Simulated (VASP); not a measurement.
SrAl2H2, 5 atoms in the cell. Symmetry: C2/m, No. 12, monoclinic system. The conventional cell has a = 7.822 Å, b = 4.533 Å, c = 4.764 Å, α = 90.00°, β = 90.00°, γ = 90.00°. Within 2.3 Å of H (site symmetry m) lie 1 Al at 1.70 Å. Al (site symmetry m) has 1 H at 1.70 Å within 2.3 Å. Sr (site symmetry 2/m) has 6 H at 2.65 to 2.66 Å and 6 Al at 3.40 to 3.41 Å within 3.5 Å. 

- Program: VASP 6.6.1
- Task: single point
- Functional: r2SCAN
- Potentials or basis: VASP PAW PBE potentials, release 64 (H, Al, Sr_sv)
- Cutoff: 520 eV
- k mesh: 5 × 5 × 4, shifted
- Occupations: tetrahedron
- Spin: no spin polarisation
- Dipole correction: no
- Further INCAR settings: ALGO = Normal; EDIFF = 1e-06; NBANDS = 17; ISYM = 0

Potentials or basis: VASP PAW PBE potentials, release 64 (H, Al, Sr_sv).

Run with:

```sh
$ cat potpaw_PBE.64/H/POTCAR potpaw_PBE.64/Al/POTCAR potpaw_PBE.64/Sr_sv/POTCAR > POTCAR
$ cp INCAR.step1 INCAR
$ mpirun -np 1 vasp_std > vasp.out
$ cp INCAR.step2 INCAR
$ mpirun -np 1 vasp_std > vasp.out
```

Hardware: 1 thread of Intel(R) Xeon(R) 6975P-C (Granite Rapids), on a shared host.

Estimate the wall time of this run.

It took 94 s on 1 thread of Intel(R) Xeon(R) 6975P-C (Granite Rapids), on a shared host, peak memory 0.26 GiB. Counts: k points 50.
